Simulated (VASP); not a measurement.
A run of VASP 6.6.1 is set up as follows.

File INCAR:

```
SYSTEM = SiO2
  PREC = Accurate
  ENCUT = 520
  EDIFF = 1E-6
  ISMEAR = 0
  SIGMA = 0.02
  LREAL = .False.
  LASPH = .True.
  NELM = 80
  ALGO = Normal
  ISIF = 2
  LWAVE = .False.
  LCHARG = .False.
  GGA = PE
  IVDW = 12
  NBANDS = 15
```

Contents of KPOINTS:

```
regular mesh
0
Gamma
  12 12 12
  0 0 0
```

File POSCAR:

```
SiO2
1.0
    1.3268872966      0.7660787379      4.1252232812
   -1.3268872966      0.7660787379      4.1252232812
    0.0000000000     -1.5321574757      4.1252232812
Si O
1 2
Direct
    0.5000000000      0.5000000000      0.5000000000
    0.7597561639      0.7597561639      0.7597561639
    0.2402438361      0.2402438361      0.2402438361
```

Potentials or basis: VASP PAW PBE potentials, release 64 (Si, O).

Command:

```sh
$ cat potpaw_PBE.64/Si/POTCAR potpaw_PBE.64/O/POTCAR > POTCAR
$ mpirun -np 1 vasp_std > vasp.out
```

(1) Estimate the dispersion energy per atom.

(2) Estimate the band gap on the k mesh.

Answers

(1) -0.217 eV.

(2) 6.40 eV (least direct gap 6.47 eV).
